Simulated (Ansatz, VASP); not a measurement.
# BaZrS3: VASP beside Ansatz

```
Ba Zr S
1.0
     7.13449    0.00000    0.00000
     0.00000   10.04182    0.00000
     0.00000    0.00000    7.06356
Ba Zr S
4 4 12
Direct
  0.04303 0.25000 0.00875
  0.45697 0.75000 0.50875
  0.54303 0.25000 0.49125
  0.95697 0.75000 0.99125
  0.00000 0.00000 0.50000
  0.50000 0.00000 0.00000
  0.50000 0.50000 0.00000
  0.00000 0.50000 0.50000
  0.99416 0.25000 0.56090
  0.50584 0.75000 0.06090
  0.49416 0.25000 0.93910
  0.00584 0.75000 0.43910
  0.21326 0.96818 0.78662
  0.28674 0.03182 0.28662
  0.71326 0.53182 0.71338
  0.78674 0.46818 0.21338
  0.78674 0.03182 0.21338
  0.71326 0.96818 0.71338
  0.28674 0.46818 0.28662
  0.21326 0.53182 0.78662
```

Alike in both runs: task single point; functional PBE; k mesh 4 × 2 × 4; occupations gaussian, width 0.1 eV; no spin polarisation.

|  | VASP | Ansatz |
| --- | --- | --- |
| version | VASP 6.6.1 | Ansatz 0.2.0 |
| potentials or method | VASP PAW PBE potentials, release 64 (Ba_sv, Zr_sv, S), cutoff 500 eV | scalar-relativistic, plane waves, PAW |
| valence electrons in the cell | 160 | 160 |

VASP gave:

```
gap on the k mesh at the Fermi level (eV)                     : 1.03
least direct gap on the mesh (eV)                             : 1.03
pressure (GPa)                                                : 0.3
traceless stress, the component that is largest in VASP (GPa) : 0.06
rms of the force components (eV/Å)                            : 0.013
```

Question: Which values does Ansatz return?

Answer: gap on the k mesh at the Fermi level (eV): 1.03; least direct gap on the mesh (eV): 1.03; pressure (GPa): 0.0; traceless stress, the component that is largest in VASP (GPa): 0.05; rms of the force components (eV/Å): 0.024.

Atom by atom the forces differ by 0.014 eV/Å (rms over components). The functional is the same, so the differences come from potentials, cutoffs and numerics.

Spin-orbit coupling is off throughout.
